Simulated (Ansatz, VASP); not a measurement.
## Pt in VASP and in Ansatz

```xyz
1
Lattice="0.0000 1.9851 1.9851 1.9652 0.0000 1.9851 1.9652 1.9851 0.0000" Properties=species:S:1:pos:R:3 pbc="T T T"
Pt    0.0000    0.0000    0.0000
```

Change from the starting cell: strain -0.0100 x Voigt [1, 0, 0, 0, 0, 0], atoms carried along.

Alike in both runs: task single point; functional PBE; k mesh 26 × 26 × 26; occupations gaussian, width 0.15 eV; no spin polarisation.

|  | VASP | Ansatz |
| --- | --- | --- |
| version | VASP 6.6.1 | Ansatz 0.2.0 |
| potentials or method | VASP PAW PBE potentials, release 64 (Pt), cutoff 520 eV | scalar-relativistic, plane waves, PAW |
| valence electrons in the cell | 10 | 18 |

|  | VASP | Ansatz | Ansatz less VASP |
| --- | --- | --- | --- |
| gap on the k mesh at the Fermi level (eV) | none | none | - |
| pressure (GPa) | 2.1 | 2.7 | +0.52 |
| traceless stress, the component that is largest in VASP (GPa) | 0.60 | 0.61 | +0.005 |

A gap of «none» marks a metal or a gap that the smearing closes. VASP's potentials hold 10 valence electrons a cell and Ansatz's 18, so a difference there can come from the potentials and not from the codes.

Neither program's run includes spin-orbit coupling.
